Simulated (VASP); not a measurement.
# Pr2SbSe2 (P4/mmm) in VASP: further runs

The runs below take Pr2SbSe2 through single point, with PBE.

All numbers are computed with VASP 6.6.1; they aren't measurements. Logs are shortened: lines on timing, memory, paths and dates and some standing lists are left out, and cuts for length are marked.

**1. The cell of the first run**

It takes space group P4/mmm (No. 123, tetragonal). The conventional cell has a = 3.930 Å, b = 3.930 Å, c = 10.215 Å, α = 90.00°, β = 90.00°, γ = 90.00°. Pr (site symmetry 4mm) has 4 Se at 3.02 Å and 4 Sb at 3.49 Å and 4 Pr at 3.93 Å within 4.0 Å. Sb (site symmetry 4/mmm) has 2 Se at 3.30 Å and 8 Pr at 3.49 Å and 4 Sb at 3.93 Å within 4.3 Å. Se (site symmetry 4mm) has 4 Pr at 3.02 Å and 1 Sb at 3.30 Å and 5 Se at 3.61 to 3.93 Å within 4.0 Å.

The cell was built from a structure type or drawn by symmetry, and may not be a known phase.

**2. Single point, PBE**

Input file INCAR:

```
SYSTEM = Pr2SbSe2
PREC = Accurate
ENCUT = 500
EDIFF = 1E-6
ISMEAR = 0
SIGMA = 0.1
LREAL = .False.
LASPH = .True.
NELM = 200
ALGO = Normal
ISIF = 2
LWAVE = .False.
LCHARG = .True.
GGA = PE
LELF = .True.
LVHAR = .True.
NBANDS = 28
GGA_COMPAT = .False.
LMAXMIX = 6
```

Input file KPOINTS:

```
Automatic mesh
0
Gamma
  4 4 4
  0 0 0
```

Input file POSCAR:

```
Pr2SbSe2
1.0
    3.9301056746      0.0000000000      0.0000000000
    0.0000000000      3.9301056746      0.0000000000
    0.0000000000      0.0000000000     10.2152111702
Pr Sb Se
2 1 2
Direct
    0.5000000000      0.5000000000      0.7929339529
    0.5000000000      0.5000000000      0.2070660471
    0.0000000000      0.0000000000      0.0000000000
    0.0000000000      0.0000000000      0.3233628777
    0.0000000000      0.0000000000      0.6766371223
```

Potentials or basis: VASP PAW PBE potentials, release 64 (Pr_3, Sb, Se), 4f in core.

Started as:

```console
cat potpaw_PBE.64/Pr_3/POTCAR potpaw_PBE.64/Sb/POTCAR potpaw_PBE.64/Se/POTCAR > POTCAR
mpirun -np 1 vasp_std > vasp.out
```

OUTCAR:

```text
SYSTEM = Pr2SbSe2
   PREC = Accurate
   ENCUT = 500
   EDIFF = 1E-6
   ISMEAR = 0
   LREAL = .False.
   LASPH = .True.
   NELM = 200
   ISIF = 2
   GGA = PE

 ion  position               nearest neighbor table
   1  0.500  0.500  0.793-   5 3.02   5 3.02   5 3.02   5 3.02   3 3.49   3 3.49   3 3.49   3 3.49

   2  0.500  0.500  0.207-   4 3.02   4 3.02   4 3.02   4 3.02   3 3.49   3 3.49   3 3.49   3 3.49

   3  0.000  0.000  0.000-   1 3.49   2 3.49   1 3.49   2 3.49   1 3.49   2 3.49   1 3.49   2 3.49

   4  0.000  0.000  0.323-   2 3.02   2 3.02   2 3.02   2 3.02
   5  0.000  0.000  0.677-   1 3.02   1 3.02   1 3.02   1 3.02

  LATTYP: Found a simple tetragonal cell.
 ALAT       =     3.9301056746
 C/A-ratio  =     2.5992204831

  Lattice vectors:

 A1 = (   3.9301056746,   0.0000000000,   0.0000000000)
 A2 = (   0.0000000000,   3.9301056746,   0.0000000000)
 A3 = (   0.0000000000,   0.0000000000,  10.2152111702)

Analysis of symmetry for initial positions (statically):
=====================================================================
 Subroutine PRICEL returns:
 Original cell was already a primitive cell.

 Routine SETGRP: Setting up the symmetry group for a
 simple tetragonal supercell.

 Subroutine GETGRP returns: Found 16 space group operations
 (whereof 16 operations were pure point group operations)
 out of a pool of 16 trial point group operations.

The static configuration has the point symmetry D_4h.

Analysis of symmetry for dynamics (positions and initial velocities):
=====================================================================
 Subroutine PRICEL returns:
 Original cell was already a primitive cell.

 Routine SETGRP: Setting up the symmetry group for a
 simple tetragonal supercell.

 Subroutine GETGRP returns: Found 16 space group operations
 (whereof 16 operations were pure point group operations)
 out of a pool of 16 trial point group operations.

The dynamic configuration has the point symmetry D_4h.

 Subroutine INISYM returns: Found 16 space group operations
 (whereof 16 operations are pure point group operations),
 and found     1 'primitive' translations

----------------------------------------------------------------------------------------

                                     Primitive cell

  volume of cell :     157.7814

  direct lattice vectors                    reciprocal lattice vectors
     3.930105675  0.000000000  0.000000000     0.254446084  0.000000000  0.000000000
     0.000000000  3.930105675  0.000000000     0.000000000  0.254446084  0.000000000
     0.000000000  0.000000000 10.215211170     0.000000000  0.000000000  0.097893228

  length of vectors
     3.930105675  3.930105675 10.215211170     0.254446084  0.254446084  0.097893228

  position of ions in fractional coordinates (direct lattice)
     0.500000000  0.500000000  0.792933953
     0.500000000  0.500000000  0.207066047
     0.000000000  0.000000000  0.000000000
     0.000000000  0.000000000  0.323362878
     0.000000000  0.000000000  0.676637122

  ion indices of the primitive-cell ions
   primitive index   ion index
                 1           1
                 2           2
                 3           3
                 4           4
                 5           5

----------------------------------------------------------------------------------------

 KPOINTS: Automatic mesh

Automatic generation of k-mesh.
 Grid dimensions read from file:
 generate k-points for:    4    4    4

 Generating k-lattice:

  Cartesian coordinates                     Fractional coordinates (reciprocal lattice)
     0.063611521  0.000000000  0.000000000     0.250000000  0.000000000  0.000000000
     0.000000000  0.063611521  0.000000000     0.000000000  0.250000000  0.000000000
     0.000000000  0.000000000  0.024473307     0.000000000  0.000000000  0.250000000

  Length of vectors
     0.063611521  0.063611521  0.024473307

  Shift w.r.t. Gamma in fractional coordinates (k-lattice)
     0.000000000  0.000000000  0.000000000

 Subroutine IBZKPT returns following result:
 ===========================================

 Found     18 irreducible k-points:

 Following reciprocal coordinates:
            Coordinates               Weight
  0.000000  0.000000  0.000000      1.000000
  0.250000  0.000000  0.000000      4.000000
  0.500000  0.000000  0.000000      2.000000
  0.250000  0.250000  0.000000      4.000000
  0.500000  0.250000  0.000000      4.000000
  0.500000  0.500000  0.000000      1.000000
[... 10 lines left out ...]
  0.500000  0.250000  0.500000      4.000000
  0.500000  0.500000  0.500000      1.000000
   k-points           NKPTS =     18   k-points in BZ     NKDIM =     18   number of bands    NBANDS=     28
   number of dos      NEDOS =    301   number of ions     NIONS =      5
   total plane-waves  NPLWV =  72000
   dimension x,y,z NGX =    30 NGY =   30 NGZ =   80
   dimension x,y,z NGXF=    60 NGYF=   60 NGZF=  160
   ions per type =               2   1   2
   NGX,Y,Z   is equivalent  to a cutoff of  12.69, 12.69, 13.02 a.u.
   NGXF,Y,Z  is equivalent  to a cutoff of  25.38, 25.38, 26.04 a.u.
 SYSTEM =  Pr2SbSe2
   PREC   = accura    normal or accurate (medium, high low for compatibility)
   ISTART =      0    job   : 0-new  1-cont  2-samecut
   ICHARG =      2    charge: 1-file 2-atom 10-const
   ISPIN  =      1    spin polarized calculation?
   LNONCOLLINEAR =      F non collinear calculations
   LSORBIT =      F    spin-orbit coupling
   LASPH  =      T    aspherical Exc in radial PAW
   ENCUT  =  500.0 eV  36.75 Ry    6.06 a.u.   7.17  7.17 18.62*2*pi/ulx,y,z
   NELM   =    200;   NELMIN=  2; NELMDL= -5     # of ELM steps
   EDIFF  = 0.1E-05   stopping-criterion for ELM
   LREAL  =      F    real-space projection
   EDIFFG = 0.1E-04   stopping-criterion for IOM
   NSW    =      0    number of steps for IOM
   IBRION =     -1    ionic relax: 0-MD 1-quasi-New 2-CG
   NFREE  =      0    steps in history (QN), initial steepest desc. (CG)
   ISIF   =      2    stress and relaxation
   ISYM   =      2    0-nonsym 1-usesym 2-fastsym
   POTIM  = 0.5000    time-step for ionic-motion
   TEBEG  =    0.0;   TEEND  =   0.0 temperature during run
   PSTRESS=    0.0 pullay stress
   NELECT =      39.0000    total number of electrons
   NUPDOWN=      -1.0000    fix difference up-down
   EMIN   =  10.00;   EMAX   =-10.00  energy-range for DOS
   EFERMI =   0.00;   METHOD = LEGACY
   ISMEAR =     0;   SIGMA  =   0.10  broadening in eV -4-tet -1-fermi 0-gaus
   EFERMI_NEDOS =   21; number of points for ismear=-14 and -15
   IALGO  =     38    algorithm
   IMIX   =      4    mixing-type and parameters
     AMIX     =   0.40;   BMIX     =  1.00
     AMIX_MAG =   1.60;   BMIX_MAG =  1.00
  volume/ion in A,a.u.               =      31.56       212.95
  Fermi-wavevector in a.u.,A,eV,Ry     =   1.027412  1.941526 14.361962  1.055574
  Thomas-Fermi vector in A             =   2.161355
   LORBIT       =      0    0 simple, 1 ext, 2 COOP (PROOUT), +10 PAW based schemes
   GGA     = PE    functional components
   LHFCALC =     F    Hartree Fock is set to
   AEXX    =    0.0000 exact exchange contribution
   IVDW    =     0    specifies the selected vdW correction
   LEPSILON=     F    determine dielectric tensor
   LRPA    =     F    only Hartree local field effects (RPA)
 non-spin polarized calculation
 Gauss-broadening in eV      SIGMA  =   0.10
  energy-cutoff  :      500.00
  volume of cell :      157.78
 maximum number of plane-waves:      4036
 NGX is ok and might be reduce to    30
   NGX = 15   NGY = 15   NGZ = 37

 number of electron      39.0000000 magnetization

 Free energy of the ion-electron system (eV)
  ---------------------------------------------------
  ext. energy  EPLUGINS =         0.00000000
  ---------------------------------------------------
  free energy    TOTEN  =       -26.88350959 eV

  energy without entropy =      -26.87020663  energy(sigma->0) =      -26.87685811

 E-fermi :   4.0916     XC(G=0):  -9.0860

 val. band max:        3.9855377251   @ k =   0.2500   0.0000   0.5000
 cond. band min:       4.1031672257   @ k =   0.2500   0.2500   0.2500
 fundamental gap:      0.1176295006
 Fermi energy:         4.0915815207

 k-point     1 :       0.0000    0.0000    0.0000
  band No.  band energies     occupation
      1     -32.9039      2.00000
      2     -32.8994      2.00000
      3     -15.0348      2.00000
      4     -14.9269      2.00000
      5     -14.6916      2.00000
      6     -14.6916      2.00000
[... 20 lines left out ...]
     27       7.3673      0.00000
     28       7.3675      0.00000

 k-point     2 :       0.2500    0.0000    0.0000
  band No.  band energies     occupation
      1     -32.8917      2.00000
      2     -32.8873      2.00000
      3     -15.0009      2.00000
      4     -14.9519      2.00000
      5     -14.9422      2.00000
      6     -14.8718      2.00000
[... 20 lines left out ...]
     27       7.0342      0.00000
     28       7.8373      0.00000

 k-point     3 :       0.5000    0.0000    0.0000
  band No.  band energies     occupation
      1     -32.8794      2.00000
      2     -32.8751      2.00000
      3     -15.1932      2.00000
      4     -15.1679      2.00000
      5     -14.9431      2.00000
      6     -14.8507      2.00000
[... 20 lines left out ...]
     27       7.7370      0.00000
     28       7.9348      0.00000

 k-point     4 :       0.2500    0.2500    0.0000
  band No.  band energies     occupation
      1     -32.8798      2.00000
      2     -32.8756      2.00000
      3     -14.9647      2.00000
      4     -14.9270      2.00000
      5     -14.9179      2.00000
      6     -14.8613      2.00000
[... 392 lines left out ...]
     27       7.5074      0.00000
     28       8.0382      0.00000

 k-point    17 :       0.5000    0.2500    0.5000
  band No.  band energies     occupation
      1     -32.8679      2.00000
      2     -32.8638      2.00000
      3     -15.1103      2.00000
      4     -15.0907      2.00000
      5     -14.9141      2.00000
      6     -14.8387      2.00000
[... 20 lines left out ...]
     27       8.1954      0.00000
     28       8.2244      0.00000

 k-point    18 :       0.5000    0.5000    0.5000
  band No.  band energies     occupation
      1     -32.8564      2.00000
      2     -32.8524      2.00000
      3     -15.0250      2.00000
      4     -15.0250      2.00000
      5     -15.0085      2.00000
      6     -15.0085      2.00000
[... 20 lines left out ...]
     27       8.9320      0.00000
     28       9.3568      0.00000

------------------------ aborting loop because EDIFF is reached ----------------------------------------

  FORCE on cell =-STRESS in cart. coord.  units (eV):
  Direction    XX          YY          ZZ          XY          YZ          ZX
  --------------------------------------------------------------------------------------
  -------------------------------------------------------------------------------------
  Total        0.2900345      0.2900345     -0.0345840      0.0000000      0.0000000      0.0000000
  in kB        2.9451299      2.9451299     -0.3511798      0.0000000      0.0000000      0.0000000
  external PRESSURE =       1.8463600 kB  Pullay stress =       0.0000000 kB

 VOLUME and BASIS-vectors are now :
 -----------------------------------------------------------------------------
  energy-cutoff  :      500.00
  volume of cell :      157.78
      direct lattice vectors                 reciprocal lattice vectors
     3.930105675  0.000000000  0.000000000     0.254446084  0.000000000  0.000000000
     0.000000000  3.930105675  0.000000000     0.000000000  0.254446084  0.000000000
     0.000000000  0.000000000 10.215211170     0.000000000  0.000000000  0.097893228

 POSITION                                       TOTAL-FORCE (eV/Angst)
 -----------------------------------------------------------------------------------
      1.96505      1.96505      8.09999         0.000000     -0.000000      0.009842
      1.96505      1.96505      2.11522        -0.000000     -0.000000     -0.009842
      0.00000      0.00000      0.00000         0.000000      0.000000      0.000000
      0.00000      0.00000      3.30322         0.000000      0.000000      0.000262
      0.00000      0.00000      6.91199         0.000000      0.000000     -0.000262
 -----------------------------------------------------------------------------------
    total drift:                                0.000000      0.000000     -0.000000

  FREE ENERGIE OF THE ION-ELECTRON SYSTEM (eV)
  ---------------------------------------------------
  free  energy   TOTEN  =       -26.8835095928 eV

  energy  without entropy=      -26.8702066310  energy(sigma->0) =      -26.87685811
```

Run time: 47 s. Hardware: 1 thread of Intel Xeon 6975P-C (Granite Rapids), shared host; peak memory 0.29 GiB.

What came out:

```yaml
Free_energy: -26.8835 eV
Pressure: 0.2 GPa
Largest_force: 0.010 eV/Å
Band_gap_on_the_k_mesh: zero (an odd number of electrons rules out a gap without spin polarisation)
```

Forces in eV/Å, atoms in the order of the input:
```
Pr   0.000  0.000  0.010
Pr   0.000  0.000 -0.010
Sb   0.000  0.000  0.000
Se   0.000  0.000  0.000
Se   0.000  0.000  0.000
```

Levels at points of the mesh, in eV from the Fermi level:
```
           k point  band 17  band 18  band 19  band 20  band 21  band 22
(0.00, 0.00, 0.00)    -1.83    -0.97    -0.75    -0.21    -0.21     0.33
(0.50, 0.00, 0.00)    -2.61    -2.61     0.17     0.22     0.87     1.02
(0.50, 0.50, 0.00)    -2.87    -2.87    -2.74     0.26     1.57     1.78
(0.00, 0.00, 0.50)    -1.86    -0.96    -0.76    -0.64    -0.21    -0.21
(0.50, 0.00, 0.50)    -2.70    -1.36    -0.75     0.44     0.68     0.92
(0.50, 0.50, 0.50)    -2.80    -2.80    -1.73     0.38     0.68     1.78
```

Caveat: the k points lie up to 0.40 Å⁻¹ apart, too coarse for converged energies and pressures of a metal; spin-orbit coupling is left out, which moves the levels of the heavy elements; this functional lacks dispersion, which binds the layers, so the pressure and a relaxed spacing across them are unreliable; the 4f electrons are frozen in the core, so they carry no moment and show no levels; the run has no spin polarisation, though such a crystal can be magnetic. Spin polarisation is off, so any magnetic state and its effect on volume and gap are missing.

**3. Single point, PBE**

This run uses another cell than the first one, of 34.56 Å³/atom.

INCAR: that of step 2 with these lines changed.

```diff
@@ -12,6 +12,4 @@
 LWAVE = .False.
-LCHARG = .True.
+LCHARG = .False.
 GGA = PE
-LELF = .True.
-LVHAR = .True.
 NBANDS = 28
```

KPOINTS is that of step 2.

Input file POSCAR:

```
Pr2SbSe2
1.0
    4.9515587500      0.0000000000      0.0000000000
    0.0000000000      4.9515587500      0.0000000000
    0.0000000000      0.0000000000      7.0472456600
Pr Sb Se
2 1 2
Direct
    0.5000000000      0.5000000000      0.7616805500
    0.5000000000      0.5000000000      0.2383194500
    0.0000000000      0.0000000000      0.0000000000
    0.0000000000      0.0000000000      0.2800140400
    0.0000000000      0.0000000000      0.7199859600
```

Potentials or basis: VASP PAW PBE potentials, release 64 (Pr_3, Sb, Se), 4f in core.

Started as:

```console
cat potpaw_PBE.64/Pr_3/POTCAR potpaw_PBE.64/Sb/POTCAR potpaw_PBE.64/Se/POTCAR > POTCAR
mpirun -np 1 vasp_std > vasp.out
```

Wall time 30 s (1 thread of Intel Xeon 6975P-C (Granite Rapids), shared host); peak memory 0.29 GiB.

Results (log left out):

| Quantity | Value |
| --- | --- |
| Free energy | -12.9530 eV |
| Pressure | 18.4 GPa |
| Largest force | 19.367 eV/Å |
| Band gap on the k mesh | zero (an odd number of electrons rules out a gap without spin polarisation) |

Forces on the atoms (eV/Å):
```
Pr    0.000   0.000   0.546
Pr    0.000   0.000  -0.546
Sb    0.000   0.000   0.000
Se    0.000   0.000  19.367
Se    0.000   0.000 -19.367
```

Stress tensor (GPa, compression positive):
```
-8.56  0.00  0.00
 0.00 -8.56  0.00
 0.00  0.00 72.34
```

Levels at points of the mesh, in eV from the Fermi level:
```csv
k point,band 17,band 18,band 19,band 20,band 21,band 22
"(0.00, 0.00, 0.00)",-2.42,-1.27,-1.27,-1.20,-0.35,0.09
"(0.50, 0.00, 0.00)",-1.39,-1.14,-0.84,-0.16,-0.09,-0.01
"(0.50, 0.50, 0.00)",-2.33,-2.33,-1.40,-0.04,0.86,1.06
"(0.00, 0.00, 0.50)",-1.07,-0.88,-0.46,-0.43,-0.32,-0.32
"(0.50, 0.00, 0.50)",-0.68,-0.25,0.48,0.55,0.61,0.77
"(0.50, 0.50, 0.50)",-1.17,-1.17,0.40,0.52,0.52,0.69
```

Caveat: the cell stands under pressure; spin-orbit coupling is left out, which moves the levels of the heavy elements; the 4f electrons are frozen in the core, so they carry no moment and show no levels; the run has no spin polarisation, though such a crystal can be magnetic; forces of over 1 eV/Å act on the atoms, so gaps and moduli don't describe the material at rest. Spin polarisation is off, so any magnetic state and its effect on volume and gap are missing.
